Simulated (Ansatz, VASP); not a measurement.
One calculation of Ga3PN2, two programs

Contents of INCAR:

```
  PREC = Accurate
  ENCUT = 600
  EDIFF = 1E-6
  ISMEAR = 0
  SIGMA = 0.1
  LREAL = F
  LASPH = T
  NELM = 80
  ALGO = Fast
  ISIF = 3
  LWAVE = F
  LCHARG = F
  GGA = PE
  IBRION = 2
  NSW = 100
  EDIFFG = -0.01
```

The input KPOINTS:

```
regular mesh
0
Gamma
  12 12 6
```

Contents of POSCAR:

```
Ga3PN2
1.0
    3.1663685627      0.0000000000      0.0000000000
   -1.5831842814      2.7421556130      0.0000000000
    0.0000000000      0.0000000000      8.4042865077
Ga P N
3 1 2
Direct
    0.0000000000      0.0000000000      0.5000000000
    0.6666666667      0.3333333333      0.7888407113
    0.3333333333      0.6666666667      0.2111592887
    0.0000000000      0.0000000000      0.0000000000
    0.6666666667      0.3333333333      0.3499385312
    0.3333333333      0.6666666667      0.6500614688
```

Input for Ansatz:

```yaml
crystal:
  lattice:
    - [3.1663685627, 0.0, 0.0]
    - [-1.5831842814, 2.742155613, 0.0]
    - [0.0, 0.0, 8.4042865077]
  atoms:
    - { symbol: Ga, position: [0.0, 0.0, 0.5] }
    - { symbol: Ga, position: [0.6666666667, 0.3333333333, 0.7888407113] }
    - { symbol: Ga, position: [0.3333333333, 0.6666666667, 0.2111592887] }
    - { symbol: P, position: [0.0, 0.0, 0.0] }
    - { symbol: "N", position: [0.6666666667, 0.3333333333, 0.3499385312] }
    - { symbol: "N", position: [0.3333333333, 0.6666666667, 0.6500614688] }
basis:
  ecutwfc: 420
kpoints:
  mp_grid: { grid: [12, 12, 6] }
hamiltonian:
  xc: pbe
scf:
  occupations: { method: gaussian, width: 0.1 }
output:
  forces: true
  stress: true
  eigenvalues: true
relax:
  adjacent_minimum: "off"
  f_tol: 0.01
  max_steps: 80
  cell: { stress_tol: 0.05 }
```

Change from the starting cell: species swapped into the Li3GdBi2 type (P-3m1, No. 164).

Alike in both runs: task relaxation of cell and atoms; functional PBE; k mesh 12 × 12 × 6; occupations gaussian, width 0.1 eV; no spin polarisation.

|  | VASP | Ansatz |
| --- | --- | --- |
| version | VASP 6.6.1 | Ansatz 0.2.0 |
| potentials or method | VASP PAW PBE potentials, release 64 (Ga_d, P, N), cutoff 600 eV | scalar-relativistic, plane waves, PAW |
| valence electrons in the cell | 54 | 54 |

Ansatz gave:

| Property | Result |
| --- | --- |
| gap on the k mesh at the Fermi level, each at its own relaxed structure (eV) | none |
| relaxed volume (Å³/atom) | 12.12 |
| relaxed length of the cell vector where the two differ most in proportion (Å) | 8.383 |

Problem. Which values does VASP return?

Solution. gap on the k mesh at the Fermi level, each at its own relaxed structure (eV): none; relaxed volume (Å³/atom): 12.14; relaxed length of the cell vector where the two differ most in proportion (Å): 8.391.

A gap of «none» marks a metal or a gap that the smearing closes.
